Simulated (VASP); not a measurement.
RbHg:

```
Rb Hg
1.0
     3.46123    0.00000    0.00000
    -1.73062    2.99752    0.00000
     0.00000    0.00000    6.50813
Rb Hg
1 1
Direct
  0.00000 0.00000 0.50000
  0.00000 0.00000 0.00000
```

| Quantity | Value |
| --- | --- |
| Program | VASP 6.6.1 |
| Task | relaxation of cell and atoms |
| Functional | PBE |
| Potentials or basis | VASP PAW PBE potentials, release 64 (Rb_sv, Hg) |
| Cutoff | 600 eV |
| k mesh | 6 × 6 × 4 |
| Occupations | gaussian, width 0.1 eV |
| Spin | no spin polarisation |

At the start: pressure 5.6 GPa; volume 33.76 Å³/atom.

How do energy, volume and symmetry change on relaxing?

Over 10 steps the energy falls by 319.7 meV/atom and the volume is 68.09 Å³/atom (+101.7 %); space group P6/mmm (No. 191, to 0.05 Å).

Step by step:
```
step  energy change (eV)  largest force (eV/Å)  pressure (GPa)  volume (Å³)
   1              0.0000                0.0000            5.64        67.52
   2             -0.3197                0.0000            2.88        79.81
   3             -0.5468                0.0000            0.81       101.62
   4             -0.5967                0.0000           -0.19       156.47
   5             -0.6083                0.0000           -0.07       141.35
   6             -0.6096                0.0000           -0.02       135.86
   7             -0.6262                0.0000           -0.07       136.69
   8             -0.6386                0.0000           -0.09       137.78
   9             -0.6387                0.0000           -0.09       137.86
  10             -0.6395                0.0000           -0.06       136.18
```

Final structure:
```xyz
2
Lattice="4.5461 0.0000 0.0000 -2.2731 3.9371 0.0000 0.0000 0.0000 7.6087" Properties=species:S:1:pos:R:3 pbc="T T T"
Rb   -2.2731    3.9371    3.8043
Hg    0.0000    0.0000    0.0000
```

Caveat: the volume moved by over 15 % at a fixed basis, so the end points are rough.
